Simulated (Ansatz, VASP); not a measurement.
## One calculation of SnO2, two programs

File INCAR:

```
ALGO = Normal ; EDIFF = 1E-6
ENCUT = 520 ; GGA = PE
ISIF = 2 ; ISMEAR = 0
LASPH = T ; LCHARG = T
LELF = T ; LREAL = F
LVHAR = T ; LWAVE = F
NBANDS = 20 ; NELM = 60
PREC = Accurate ; SIGMA = 0.05
```

Contents of KPOINTS:

```
k-points
0
Gamma
  12 12 12
```

POSCAR

```
SnO2
1.0
    1.6167660720      0.9334403269      4.9182553763
   -1.6167660720      0.9334403269      4.9182553763
    0.0000000000     -1.8668806537      4.9182553763
Sn O
1 2
Direct
    0.5056791028      0.5056791028      0.4886417945
    0.2138136609      0.2138136609      0.2770207008
    0.7440483125      0.7440483125      0.8072553524
```

Input for Ansatz:

```yaml
crystal:
  lattice:
    - [1.616766072, 0.9334403269, 4.9182553763]
    - [-1.616766072, 0.9334403269, 4.9182553763]
    - [0.0, -1.8668806537, 4.9182553763]
  atoms:
    - { symbol: Sn, position: [0.5056791028, 0.5056791028, 0.4886417945] }
    - { symbol: O, position: [0.2138136609, 0.2138136609, 0.2770207008] }
    - { symbol: O, position: [0.7440483125, 0.7440483125, 0.8072553524] }
basis:
  ecutwfc: 520.0
kpoints:
  mp_grid: { grid: [12, 12, 12] }
hamiltonian:
  xc: pbe
  pseudopotentials: { kind: paw, azcp: { folder: soft_1 } }
scf:
  occupations: { method: gaussian, width: 0.05 }
output:
  forces: true
  stress: true
  eigenvalues: true
  write_density: true
  write_potential: true
  elf: true
  volumetric_format: npy
```

Change from the starting cell: mode 4 frozen in at +0.000 Å and mode 5 at -0.118 Å (largest displacements).

Alike in both runs: task single point; functional PBE; k mesh 12 × 12 × 12; occupations gaussian, width 0.05 eV; no spin polarisation.

|  | VASP | Ansatz |
| --- | --- | --- |
| version | VASP 6.6.1 | Ansatz 0.2.0 |
| potentials or method | VASP PAW PBE potentials, release 64 (Sn_d, O), cutoff 520 eV | scalar-relativistic, plane waves, PAW |
| valence electrons in the cell | 26 | 26 |

Ansatz gave:

* gap on the k mesh at the Fermi level (eV): 2.01
* least direct gap on the mesh (eV): 2.17
* pressure (GPa): 2.2
* traceless stress, the component that is largest in VASP (GPa): -2.23
* rms of the force components (eV/Å): 0.888

Estimate VASP's values.

gap on the k mesh at the Fermi level (eV): 1.99; least direct gap on the mesh (eV): 2.15; pressure (GPa): 2.8; traceless stress, the component that is largest in VASP (GPa): -2.27; rms of the force components (eV/Å): 0.916.

Atom by atom the forces differ by 0.037 eV/Å (rms over components). With one functional, cell and mesh, what is left measures potentials, basis and numerics.
